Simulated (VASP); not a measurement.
# LiSnF3 (P4/mmm) in VASP: further runs

Runs on LiSnF3. Level: PBE. Tasks: single point, relaxation of cell and atoms.

All numbers are computed with VASP 6.6.1; they aren't measurements. Logs are shortened: lines on timing, memory, paths and dates and some standing lists are left out, and cuts for length are marked.

### 1 The cell of the first run

The structure is tetragonal, space group P4/mmm (No. 123). Conventional cell: a = 3.946 Å, b = 3.946 Å, c = 4.435 Å, α = 90.00°, β = 90.00°, γ = 90.00°. Within 3.7 Å of Li (site symmetry 4/mmm) lie 12 F at 2.79 to 2.97 Å and 8 Sn at 3.56 Å. Sn (site symmetry 4/mmm) has 6 F at 1.97 to 2.22 Å within 2.6 Å. F (site symmetry 4/mmm) has 2 Sn at 2.22 Å and 4 Li at 2.79 Å within 2.9 Å. Within 2.6 Å of F (site symmetry mmm) lie 2 Sn at 1.97 Å.

### 2 Single point, PBE

Contents of INCAR:

```
SYSTEM = LiSnF3
PREC = Accurate
ENCUT = 520
EDIFF = 1E-6
ISMEAR = 0
SIGMA = 0.1
LREAL = .FALSE.
LASPH = .TRUE.
NELM = 80
ALGO = Normal
ISIF = 2
LWAVE = .FALSE.
LCHARG = .FALSE.
GGA = PE
NBANDS = 27
```

Contents of KPOINTS:

```
Automatic mesh
0
G
  4 4 4
  0 0 0
```

Contents of POSCAR:

```
LiSnF3
1.0
    3.9464087100      0.0000000000      0.0000000000
    0.0000000000      3.9464087100      0.0000000000
    0.0000000000      0.0000000000      4.4352037900
Li Sn F
1 1 3
Direct
    0.5000000000      0.5000000000      0.5000000000
    0.0000000000      0.0000000000      0.0000000000
    0.0000000000      0.0000000000      0.5000000000
    0.0000000000      0.5000000000      0.0000000000
    0.5000000000      0.0000000000      0.0000000000
```

Potentials or basis: VASP PAW PBE potentials, release 64 (Li_sv, Sn_d, F).

Run with:

```bash
cat potpaw_PBE.64/Li_sv/POTCAR potpaw_PBE.64/Sn_d/POTCAR potpaw_PBE.64/F/POTCAR > POTCAR
mpirun -np 1 vasp_std > vasp.out
```

OUTCAR:

```text
SYSTEM = LiSnF3
   PREC = Accurate
   ENCUT = 520
   EDIFF = 1E-6
   ISMEAR = 0
   LREAL = .FALSE.
   LASPH = .TRUE.
   NELM = 80
   ISIF = 2
   GGA = PE

 ion  position               nearest neighbor table
   1  0.500  0.500  0.500-
   2  0.000  0.000  0.000-   4 1.97   5 1.97   4 1.97   5 1.97   3 2.22   3 2.22
   3  0.000  0.000  0.500-   2 2.22   2 2.22
   4  0.000  0.500  0.000-   2 1.97   2 1.97
   5  0.500  0.000  0.000-   2 1.97   2 1.97

  LATTYP: Found a simple tetragonal cell.
 ALAT       =     3.9464087100
 C/A-ratio  =     1.1238582002

  Lattice vectors:

 A1 = (   3.9464087100,   0.0000000000,   0.0000000000)
 A2 = (   0.0000000000,   3.9464087100,   0.0000000000)
 A3 = (   0.0000000000,   0.0000000000,   4.4352037900)

Analysis of symmetry for initial positions (statically):
=====================================================================
 Subroutine PRICEL returns:
 Original cell was already a primitive cell.

 Routine SETGRP: Setting up the symmetry group for a
 simple tetragonal supercell.

 Subroutine GETGRP returns: Found 16 space group operations
 (whereof 16 operations were pure point group operations)
 out of a pool of 16 trial point group operations.

The static configuration has the point symmetry D_4h.

Analysis of symmetry for dynamics (positions and initial velocities):
=====================================================================
 Subroutine PRICEL returns:
 Original cell was already a primitive cell.

 Routine SETGRP: Setting up the symmetry group for a
 simple tetragonal supercell.

 Subroutine GETGRP returns: Found 16 space group operations
 (whereof 16 operations were pure point group operations)
 out of a pool of 16 trial point group operations.

The dynamic configuration has the point symmetry D_4h.

 Subroutine INISYM returns: Found 16 space group operations
 (whereof 16 operations are pure point group operations),
 and found     1 'primitive' translations

----------------------------------------------------------------------------------------

                                     Primitive cell

  volume of cell :      69.0745

[... 82 lines left out ...]
   LNONCOLLINEAR =      F non collinear calculations
   LSORBIT =      F    spin-orbit coupling
   LASPH  =      T    aspherical Exc in radial PAW
   ENCUT  =  520.0 eV  38.22 Ry    6.18 a.u.   7.34  7.34  8.25*2*pi/ulx,y,z
   NELM   =     80;   NELMIN=  2; NELMDL= -5     # of ELM steps
   EDIFF  = 0.1E-05   stopping-criterion for ELM
   LREAL  =      F    real-space projection
   EDIFFG = 0.1E-04   stopping-criterion for IOM
   NSW    =      0    number of steps for IOM
   IBRION =     -1    ionic relax: 0-MD 1-quasi-New 2-CG
   NFREE  =      0    steps in history (QN), initial steepest desc. (CG)
   ISIF   =      2    stress and relaxation
   ISYM   =      2    0-nonsym 1-usesym 2-fastsym
   POTIM  = 0.5000    time-step for ionic-motion
   TEBEG  =    0.0;   TEEND  =   0.0 temperature during run
   PSTRESS=    0.0 pullay stress
   NELECT =      38.0000    total number of electrons
   NUPDOWN=      -1.0000    fix difference up-down
   EMIN   =  10.00;   EMAX   =-10.00  energy-range for DOS
   EFERMI =   0.00;   METHOD = LEGACY
   ISMEAR =     0;   SIGMA  =   0.10  broadening in eV -4-tet -1-fermi 0-gaus
   EFERMI_NEDOS =   21; number of points for ismear=-14 and -15
   IALGO  =     38    algorithm
   IMIX   =      4    mixing-type and parameters
     AMIX     =   0.40;   BMIX     =  1.00
     AMIX_MAG =   1.60;   BMIX_MAG =  1.00
  volume/ion in A,a.u.               =      13.81        93.23
  Fermi-wavevector in a.u.,A,eV,Ry     =   1.341416  2.534909 24.482279  1.799397
  Thomas-Fermi vector in A             =   2.469651
   LORBIT       =      0    0 simple, 1 ext, 2 COOP (PROOUT), +10 PAW based schemes
   GGA     = PE    functional components
   LHFCALC =     F    Hartree Fock is set to
   AEXX    =    0.0000 exact exchange contribution
   IVDW    =     0    specifies the selected vdW correction
   LEPSILON=     F    determine dielectric tensor
   LRPA    =     F    only Hartree local field effects (RPA)
 non-spin polarized calculation
 Gauss-broadening in eV      SIGMA  =   0.10
  energy-cutoff  :      520.00
  volume of cell :       69.07
 maximum number of plane-waves:      1905
 NGX is ok and might be reduce to    30
   NGX = 15   NGY = 15   NGZ = 17

 number of electron      37.9999952 magnetization

 Free energy of the ion-electron system (eV)
  ---------------------------------------------------
  ext. energy  EPLUGINS =         0.00000000
  ---------------------------------------------------
  free energy    TOTEN  =       -18.45335555 eV

  energy without entropy =      -18.44881836  energy(sigma->0) =      -18.45108696

 E-fermi :   7.4270     XC(G=0):  -9.3235

 val. band max:        7.3960958021   @ k =   0.0000   0.0000   0.2500
 cond. band min:       7.5227130340   @ k =   0.2500   0.2500   0.5000
 fundamental gap:      0.1266172319
 Fermi energy:         7.4270371931

 k-point     1 :       0.0000    0.0000    0.0000
  band No.  band energies     occupation
      1     -43.1202      2.00000
      2     -21.5954      2.00000
      3     -21.4524      2.00000
      4     -19.6594      2.00000
      5     -16.3186      2.00000
      6     -16.2885      2.00000
[... 529 lines left out ...]
     26      10.4168      0.00000
     27      19.1765      0.00000

------------------------ aborting loop because EDIFF is reached ----------------------------------------

  FORCE on cell =-STRESS in cart. coord.  units (eV):
  Direction    XX          YY          ZZ          XY          YZ          ZX
  --------------------------------------------------------------------------------------
  -------------------------------------------------------------------------------------
  Total       19.0044214     19.0044214      8.1737511      0.0000000      0.0000000      0.0000000
  in kB      440.8060361    440.8060361    189.5895038      0.0000000      0.0000000      0.0000000
  external PRESSURE =     357.0671920 kB  Pullay stress =       0.0000000 kB

 VOLUME and BASIS-vectors are now :
 -----------------------------------------------------------------------------
  energy-cutoff  :      520.00
  volume of cell :       69.07
      direct lattice vectors                 reciprocal lattice vectors
     3.946408710  0.000000000  0.000000000     0.253394940  0.000000000  0.000000000
     0.000000000  3.946408710  0.000000000     0.000000000  0.253394940  0.000000000
     0.000000000  0.000000000  4.435203790     0.000000000  0.000000000  0.225468783

 POSITION                                       TOTAL-FORCE (eV/Angst)
 -----------------------------------------------------------------------------------
      1.97320      1.97320      2.21760         0.000000      0.000000      0.000000
      0.00000      0.00000      0.00000         0.000000      0.000000      0.000000
      0.00000      0.00000      2.21760         0.000000      0.000000      0.000000
      0.00000      1.97320      0.00000         0.000000      0.000000      0.000000
      1.97320      0.00000      0.00000         0.000000      0.000000      0.000000
 -----------------------------------------------------------------------------------
    total drift:                                0.000000     -0.000000      0.000000

  FREE ENERGIE OF THE ION-ELECTRON SYSTEM (eV)
  ---------------------------------------------------
  free  energy   TOTEN  =       -18.4533555533 eV

  energy  without entropy=      -18.4488183613  energy(sigma->0) =      -18.45108696
```

It took 33 s on 1 thread of Intel Xeon 6975P-C, shared host; peak memory 0.19 GiB.

What came out:

```yaml
Free_energy: -18.4534 eV
Band_gap_on_the_k_mesh: zero (band 19 reaches 8.23 eV, above the bottom of band 20 at 6.95 eV)
```

Caveat: the k points lie up to 0.40 Å⁻¹ apart; the cutoff is under 1.25 times the usual one of these potentials, so pressure, stress and relaxed cells hold a basis-set (Pulay) error; spin-orbit coupling is left out, which moves the levels of the heavy elements.

[end of part 1 of 2]
